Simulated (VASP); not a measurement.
# Ga3N4 in VASP: notebook

Runs on Ga3N4. Level: PBE. Tasks: single point.

Everything below comes from runs of VASP 6.6.1. Logs are shortened: lines on timing, memory, paths and dates and some standing lists are left out, and cuts for length are marked.

## (1) The cell of the first run

The cell holds a slab with vacuum, 7 atoms: a = 3.217 Å, b = 3.217 Å, c = 21.220 Å, α = 90.00°, β = 90.00°, γ = 90.00°.

## (2) Single point, PBE, collinear spin

INCAR

```
SYSTEM = Ga3N4
PREC = Accurate
ENCUT = 520
EDIFF = 1E-7
ISMEAR = 0
SIGMA = 0.05
LREAL = .FALSE.
LASPH = .TRUE.
NELM = 150
ALGO = Normal
ISIF = 2
LWAVE = .FALSE.
LCHARG = .FALSE.
ISPIN = 2
MAGMOM = 0 0 0 3 0 0 0
LORBIT = 11
LDIPOL = .TRUE.
IDIPOL = 3
DIPOL = 0.5 0.5 0.354
GGA = PE
NBANDS = 42
```

KPOINTS

```
Automatic mesh
0
G
  8 8 1
  0 0 0
```

POSCAR

```
Ga3N4
1.0
    3.2165072845      0.0000000000      0.0000000000
    0.0000000000      3.2165072845      0.0000000000
    0.0000000000      0.0000000000     21.2198072894
N Ga
4 3
Direct
    0.0000000000      0.5000000000      0.1885031257
    0.5000000000      0.0000000000      0.2956866680
    0.0000000000      0.5000000000      0.4029970640
    0.5000000000      0.6250000000      0.5436648757
    0.5000000000      0.5000000000      0.2420948968
    0.0000000000      0.0000000000      0.3470972838
    0.5000000000      0.5000000000      0.4580535137
```

Potentials or basis: VASP PAW PBE potentials, release 64 (N, Ga_d).

Launch:

```bash
$ cat potpaw_PBE.64/N/POTCAR potpaw_PBE.64/Ga_d/POTCAR > POTCAR
$ mpirun -np 1 vasp_std > vasp.out
```

OUTCAR:

```text
SYSTEM = Ga3N4
   PREC = Accurate
   ENCUT = 520
   EDIFF = 1E-7
   ISMEAR = 0
   LREAL = .FALSE.
   LASPH = .TRUE.
   NELM = 150
   ISIF = 2
   ISPIN = 2
   LORBIT = 11
   GGA = PE

 ion  position               nearest neighbor table
   1  0.000  0.500  0.189-   5 1.97   5 1.97
   2  0.500  0.000  0.296-   6 1.94   6 1.94   5 1.97   5 1.97
   3  0.000  0.500  0.403-   7 1.99   7 1.99   6 2.00   6 2.00
   4  0.500  0.625  0.544-   7 1.86
   5  0.500  0.500  0.242-   1 1.97   1 1.97   2 1.97   2 1.97
   6  0.000  0.000  0.347-   2 1.94   2 1.94   3 2.00   3 2.00
   7  0.500  0.500  0.458-   4 1.86   3 1.99   3 1.99

  LATTYP: Found a simple tetragonal cell.
 ALAT       =     3.2165072845
 C/A-ratio  =     6.5971581633

  Lattice vectors:

 A1 = (   3.2165072845,   0.0000000000,   0.0000000000)
 A2 = (   0.0000000000,   3.2165072845,   0.0000000000)
 A3 = (   0.0000000000,   0.0000000000,  21.2198072894)

Analysis of symmetry for initial positions (statically):
=====================================================================
 Subroutine PRICEL returns:
 Original cell was already a primitive cell.

 Routine SETGRP: Setting up the symmetry group for a
 simple tetragonal supercell.

 Subroutine GETGRP returns: Found  2 space group operations
 (whereof  2 operations were pure point group operations)
 out of a pool of 16 trial point group operations.

The static configuration has the point symmetry C_1h.

Analysis of symmetry for dynamics (positions and initial velocities):
=====================================================================
 Subroutine PRICEL returns:
 Original cell was already a primitive cell.

 Routine SETGRP: Setting up the symmetry group for a
 simple tetragonal supercell.

 Subroutine GETGRP returns: Found  2 space group operations
 (whereof  2 operations were pure point group operations)
 out of a pool of 16 trial point group operations.

The dynamic configuration has the point symmetry C_1h.

Analysis of structural, dynamic, and magnetic symmetry:
=====================================================================
 Subroutine PRICEL returns:
 Original cell was already a primitive cell.

 Routine SETGRP: Setting up the symmetry group for a
 simple tetragonal supercell.

 Subroutine GETGRP returns: Found  2 space group operations
 (whereof  2 operations were pure point group operations)
 out of a pool of 16 trial point group operations.

The overall configuration has the point symmetry C_1h.

 Subroutine INISYM returns: Found  2 space group operations
 (whereof  2 operations are pure point group operations),
 and found     1 'primitive' translations

----------------------------------------------------------------------------------------

                                     Primitive cell

  volume of cell :     219.5384

  direct lattice vectors                    reciprocal lattice vectors
     3.216507285  0.000000000  0.000000000     0.310896234  0.000000000  0.000000000
     0.000000000  3.216507285  0.000000000     0.000000000  0.310896234  0.000000000
     0.000000000  0.000000000 21.219807289     0.000000000  0.000000000  0.047125781

  length of vectors
     3.216507285  3.216507285 21.219807289     0.310896234  0.310896234  0.047125781

  position of ions in fractional coordinates (direct lattice)
     0.000000000  0.500000000  0.188503126
     0.500000000  0.000000000  0.295686668
     0.000000000  0.500000000  0.402997064
     0.500000000  0.625000000  0.543664876
     0.500000000  0.500000000  0.242094897
     0.000000000  0.000000000  0.347097284
     0.500000000  0.500000000  0.458053514

  ion indices of the primitive-cell ions
   primitive index   ion index
                 1           1
                 2           2
                 3           3
                 4           4
                 5           5
                 6           6
                 7           7

[... 53 lines left out ...]
   number of dos      NEDOS =    301   number of ions     NIONS =      7
   total plane-waves  NPLWV =  92160
   dimension x,y,z NGX =    24 NGY =   24 NGZ =  160
   dimension x,y,z NGXF=    48 NGYF=   48 NGZF=  320
   ions per type =               4   3
   NGX,Y,Z   is equivalent  to a cutoff of  12.40, 12.40, 12.54 a.u.
   NGXF,Y,Z  is equivalent  to a cutoff of  24.81, 24.81, 25.07 a.u.
 SYSTEM =  Ga3N4
   PREC   = accura    normal or accurate (medium, high low for compatibility)
   ISTART =      0    job   : 0-new  1-cont  2-samecut
   ICHARG =      2    charge: 1-file 2-atom 10-const
   ISPIN  =      2    spin polarized calculation?
   LNONCOLLINEAR =      F non collinear calculations
   LSORBIT =      F    spin-orbit coupling
   LASPH  =      T    aspherical Exc in radial PAW
   ENCUT  =  520.0 eV  38.22 Ry    6.18 a.u.   5.98  5.98 39.45*2*pi/ulx,y,z
   NELM   =    150;   NELMIN=  2; NELMDL= -5     # of ELM steps
   EDIFF  = 0.1E-06   stopping-criterion for ELM
   LREAL  =      F    real-space projection
   EDIFFG = 0.1E-05   stopping-criterion for IOM
   NSW    =      0    number of steps for IOM
   IBRION =     -1    ionic relax: 0-MD 1-quasi-New 2-CG
   NFREE  =      0    steps in history (QN), initial steepest desc. (CG)
   ISIF   =      2    stress and relaxation
   ISYM   =      2    0-nonsym 1-usesym 2-fastsym
   POTIM  = 0.5000    time-step for ionic-motion
   TEBEG  =    0.0;   TEEND  =   0.0 temperature during run
   PSTRESS=    0.0 pullay stress
   NELECT =      59.0000    total number of electrons
   NUPDOWN=      -1.0000    fix difference up-down
   EMIN   =  10.00;   EMAX   =-10.00  energy-range for DOS
   EFERMI =   0.00;   METHOD = LEGACY
   ISMEAR =     0;   SIGMA  =   0.05  broadening in eV -4-tet -1-fermi 0-gaus
   EFERMI_NEDOS =   21; number of points for ismear=-14 and -15
   IALGO  =     38    algorithm
   IMIX   =      4    mixing-type and parameters
     AMIX     =   0.40;   BMIX     =  1.00
     AMIX_MAG =   1.60;   BMIX_MAG =  1.00
  volume/ion in A,a.u.               =      31.36       211.65
  Fermi-wavevector in a.u.,A,eV,Ry     =   1.056466  1.996430 15.185726  1.116119
  Thomas-Fermi vector in A             =   2.191702
   LORBIT       =     11    0 simple, 1 ext, 2 COOP (PROOUT), +10 PAW based schemes
   GGA     = PE    functional components
   LHFCALC =     F    Hartree Fock is set to
   AEXX    =    0.0000 exact exchange contribution
   IVDW    =     0    specifies the selected vdW correction
   LEPSILON=     F    determine dielectric tensor
   LRPA    =     F    only Hartree local field effects (RPA)
 spin polarized calculation
 Gauss-broadening in eV      SIGMA  =   0.05
  energy-cutoff  :      520.00
  volume of cell :      219.54
 maximum number of plane-waves:      5966
   NGX = 11   NGY = 11   NGZ = 79

 number of electron      59.0000024 magnetization       1.8584881

 dipolmoment           0.000000      0.000000     -0.006846 electrons x Angstroem

 Free energy of the ion-electron system (eV)
  ---------------------------------------------------
  ext. energy  EPLUGINS =         0.00000000
  ---------------------------------------------------
  free energy    TOTEN  =       -36.42005892 eV

  energy without entropy =      -36.41453060  energy(sigma->0) =      -36.41729476

 E-fermi :  -3.0957     XC(G=0):  -5.0527

 val. band max:       -3.0997541896   @ k =   0.0000   0.1250   0.0000
 cond. band min:      -3.0919582793   @ k =   0.5000   0.2500   0.0000
 fundamental gap:      0.0077959103
 Fermi energy:        -3.0956666844

 spin component 1

 k-point     1 :       0.0000    0.0000    0.0000
  band No.  band energies     occupation
      1     -19.3226      1.00000
      2     -18.8089      1.00000
      3     -18.2273      1.00000
      4     -17.4887      1.00000
      5     -17.4384      1.00000
      6     -17.4309      1.00000
[... 1045 lines left out ...]
     40       5.8731      0.00000
     41       7.2325      0.00000

 [... further k-points ...]

 spin component 2

 k-point     1 :       0.0000    0.0000    0.0000
  band No.  band energies     occupation
      1     -19.2769      1.00000
      2     -18.7614      1.00000
      3     -17.7647      1.00000
      4     -17.4970      1.00000
      5     -17.4261      1.00000
      6     -17.4249      1.00000
[... 1045 lines left out ...]
     40       6.0223      0.00000
     41       7.3226      0.00000

 [... further k-points ...]

 [bands above 41 left out]

------------------------ aborting loop because EDIFF is reached ----------------------------------------

 vacuum level on the upper side and lower side of the slab       (xc-potential included)        -0.056         0.061

  FORCE on cell =-STRESS in cart. coord.  units (eV):
  Direction    XX          YY          ZZ          XY          YZ          ZX
  --------------------------------------------------------------------------------------
  -------------------------------------------------------------------------------------
  Total       -0.0512455     -0.9805924     -1.6049556      0.0000000      0.6522374      0.0000000
  in kB       -0.3739865     -7.1563006    -11.7128635      0.0000000      4.7599869      0.0000000
  external PRESSURE =      -6.4143836 kB  Pullay stress =       0.0000000 kB

 VOLUME and BASIS-vectors are now :
 -----------------------------------------------------------------------------
  energy-cutoff  :      520.00
  volume of cell :      219.54
      direct lattice vectors                 reciprocal lattice vectors
     3.216507285  0.000000000  0.000000000     0.310896234  0.000000000  0.000000000
     0.000000000  3.216507285  0.000000000     0.000000000  0.310896234  0.000000000
     0.000000000  0.000000000 21.219807289     0.000000000  0.000000000  0.047125781

 POSITION                                       TOTAL-FORCE (eV/Angst)
 -----------------------------------------------------------------------------------
      0.00000      1.60825      4.00000         0.000000     -0.001593      1.603776
      1.60825      0.00000      6.27441         0.000000     -0.029452      0.612874
      0.00000      1.60825      8.55152         0.000000     -0.251951      0.425696
      1.60825      2.01032     11.53646         0.000000      0.213077      0.041018
      1.60825      1.60825      5.13721         0.000000      0.005102     -2.279916
      0.00000      0.00000      7.36534         0.000000      0.049271      0.122602
      1.60825      1.60825      9.71981         0.000000      0.015546     -0.526050
 -----------------------------------------------------------------------------------
    total drift:                                0.000000      0.000042      0.000452

  FREE ENERGIE OF THE ION-ELECTRON SYSTEM (eV)
  ---------------------------------------------------
  free  energy   TOTEN  =       -36.4200589249 eV

  energy  without entropy=      -36.4145306013  energy(sigma->0) =      -36.41729476

 vacuum level on the upper side and lower side of the slab         4.833         4.953

 total charge

# of ion       s       p       d       tot
------------------------------------------
    1        1.312   2.153   0.000   3.465
    2        1.237   2.486   0.000   3.723
    3        1.238   2.449   0.000   3.687
    4        1.352   2.045   0.000   3.397
    5        0.793   0.865  10.143  11.801
    6        0.790   0.854  10.159  11.803
    7        0.877   0.804  10.083  11.763
--------------------------------------------------
tot          7.598  11.657  30.384  49.640

 magnetization (x)

# of ion       s       p       d       tot
------------------------------------------
    1        0.008   0.108   0.000   0.116
    2        0.001   0.042   0.000   0.044
    3       -0.000   0.015   0.000   0.015
    4        0.026   1.082   0.000   1.108
    5        0.001   0.005   0.013   0.019
    6       -0.003   0.002   0.002   0.001
    7       -0.024  -0.031   0.031  -0.024
--------------------------------------------------
tot          0.011   1.222   0.045   1.278
```

Wall time 24 min (1 thread of Oxide Virtual Turin-like, shared host); peak memory 0.54 GiB.

Results:

```yaml
Free_energy: -36.4201 eV
Largest_force: 2.280 eV/Å
Net_moment: 1.86 μB per cell
Site_moments: N +0.12, +0.04, +0.01, +1.11; Ga +0.02, +0.00, -0.02 μB
Valence_electrons_inside_the_program's_atomic_spheres: N 3.46, 3.72, 3.69, 3.40; Ga 11.80, 11.76 (each value once)
```

Forces in eV/Å, atoms in the order of the input:
```
N    0.000 -0.002  1.604
N    0.000 -0.029  0.613
N    0.000 -0.252  0.426
N    0.000  0.213  0.041
Ga   0.000  0.005 -2.280
Ga   0.000  0.049  0.123
Ga   0.000  0.016 -0.526
```

## (3) Single point, PBE, collinear spin

INCAR

```
SYSTEM = Ga3N4
PREC = Accurate
ENCUT = 520
EDIFF = 1E-6
ISMEAR = 0
SIGMA = 0.05
LREAL = .False.
LASPH = .True.
NELM = 150
ALGO = Fast
ISIF = 2
LWAVE = .False.
LCHARG = .False.
ISPIN = 2
MAGMOM = 0 0 0 3 0 0 0
LORBIT = 11
LDIPOL = .True.
IDIPOL = 3
DIPOL = 0.5 0.5 0.347
GGA = PE
NBANDS = 42
```

KPOINTS

```
regular mesh
0
Gamma
  8 8 1
  0 0 0
```

POSCAR, as its differences from that of step 2:

```diff
@@ -11,3 +11,3 @@
     0.0000000000      0.5000000000      0.4029970640
-    0.5000000000      0.6250000000      0.5436648757
+    0.8750000000      1.0000000000      0.4967252330
     0.5000000000      0.5000000000      0.2420948968
```

Potentials or basis: VASP PAW PBE potentials, release 64 (N, Ga_d).

Launch:

```bash
$ cat potpaw_PBE.64/N/POTCAR potpaw_PBE.64/Ga_d/POTCAR > POTCAR
$ mpirun -np 1 vasp_std > vasp.out
```

It took 25 min on 1 thread of Oxide Virtual Turin-like, shared host; peak memory 0.52 GiB.

Results (log left out):

* Free energy: -36.9074 eV
* Largest force: 2.042 eV/Å
* Net moment: 1.75 μB per cell
* Site moments: N +0.11, +0.06, +0.13, +0.95; Ga +0.02, +0.03, -0.03 μB
* Valence electrons inside the program's atomic spheres: N 3.46, 3.72, 3.69, 3.43; Ga 11.80, 11.81, 11.55

Forces on the atoms (eV/Å):
```
N    0.000  0.000  1.533
N    0.066  0.000  0.199
N    0.707  0.000 -1.204
N   -1.523  0.000  0.018
Ga  -0.009  0.000 -2.042
Ga   0.076  0.000  0.489
Ga   0.684  0.000  1.007
```

Levels at points of the mesh, in eV from the Fermi level:
Spin up:
| k point | band 28 | band 29 | band 30 | band 31 | band 32 | band 33 |
| --- | --- | --- | --- | --- | --- | --- |
| (0.00, 0.00, 0.00) | -0.50 | -0.39 | -0.12 | 0.87 | 1.52 | 3.32 |
| (0.50, 0.00, 0.00) | -1.16 | -0.60 | -0.51 | 1.12 | 4.57 | 5.39 |
| (0.00, 0.50, 0.00) | -0.58 | -0.44 | -0.43 | -0.27 | 4.35 | 4.97 |
| (0.50, 0.50, 0.00) | -1.61 | -1.11 | -1.06 | -0.47 | 2.33 | 3.92 |
Spin down:
```
           k point  band 24  band 25  band 26  band 27  band 28  band 29  band 30  band 31  band 32  band 33
(0.00, 0.00, 0.00)    -1.50    -1.47    -0.64    -0.09     0.41     0.45     0.71     1.15     1.94     3.49
(0.50, 0.00, 0.00)    -2.26    -1.49    -1.35    -1.28    -0.24     0.76     0.86     1.50     4.94     5.60
(0.00, 0.50, 0.00)    -1.53    -1.52    -0.99    -0.88    -0.18     0.25     0.40     1.54     4.75     5.23
(0.50, 0.50, 0.00)    -3.57    -3.39    -2.57    -2.36    -0.91    -0.81    -0.36     1.62     2.40     4.17
```
